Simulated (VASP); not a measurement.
Wanted: the native input for a VASP 6.6.1 run.

- Task: single point
- Functional: PBE
- Potentials or basis: VASP PAW PBE potentials, release 64 (Mg)
- Cutoff: 520 eV
- k mesh: 20 × 20 × 20
- Occupations: gaussian, width 0.15 eV
- Spin: no spin polarisation
- Dipole correction: no
- Further INCAR settings: ALGO = Normal; EDIFF = 1e-07; NBANDS = 7

The structure of Mg lies in POSCAR:

```
Mg
1.0
   -1.7120197853      1.7120197853      1.9075324448
    1.7120197853     -1.7120197853      1.9075324448
    1.7120197853      1.7120197853     -1.9075324448
Mg
1
Direct
    0.0000000000      0.0000000000      0.0000000000
```

This cell differs from its parent crystal: volume 22.364 Å^3 an atom, c/a of the conventional cell 1.1142.

These files were run (other wordings do the same):

INCAR

```
  PREC = Accurate
  ENCUT = 520
  EDIFF = 1E-7
  ISMEAR = 0
  SIGMA = 0.15
  LREAL = F
  LASPH = T
  NELM = 100
  ALGO = Normal
  ISIF = 2
  LWAVE = F
  LCHARG = T
  GGA = PE
  LELF = T
  LVHAR = T
  NBANDS = 7
```

KPOINTS

```
regular mesh
0
Gamma
  20 20 20
```

Potentials or basis: VASP PAW PBE potentials, release 64 (Mg).

Run with:

```sh
$ cat potpaw_PBE.64/Mg/POTCAR > POTCAR
$ mpirun -np 1 vasp_std > vasp.out
```

Results of the run:

```json
{
  "Pressure": "0.9 GPa",
  "Band gap on the k mesh": "zero (band 1 reaches 5.36 eV, above the bottom of band 2 at 1.67 eV)"
}
```

Wall time 29 s on 1 thread of Intel(R) Xeon(R) 6975P-C (Granite Rapids), with other jobs on the host, peak memory 0.21 GiB.
